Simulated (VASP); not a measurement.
Crystal: K.

```xyz
1
Lattice="-2.6699 2.6699 2.6699 2.6699 -2.6699 2.6699 2.6699 2.6699 -2.6699" Properties=species:S:1:pos:R:3 pbc="T T T"
K     0.0000    0.0000    0.0000
```

Base run:

| Quantity | Value |
| --- | --- |
| Program | VASP 6.6.1 |
| Functional | r2SCAN |
| Potentials or basis | VASP PAW PBE potentials, release 64 (K_sv) |
| Cutoff | 520 eV |
| k mesh | 8 × 8 × 8 |
| Occupations | fermi-dirac, width 0.1 eV |
| Spin | no spin polarisation |

Its results: pressure 0.0 GPa.

Task: The run is repeated on the same cell with these changes: k mesh from 8 × 8 × 8 to 2 × 2 × 2. What comes out?

Result: Pressure 0.5 GPa.

Caveats: some runs use coarse meshes; the PAW data sets were made with another functional, which shifts forces and pressure a little.
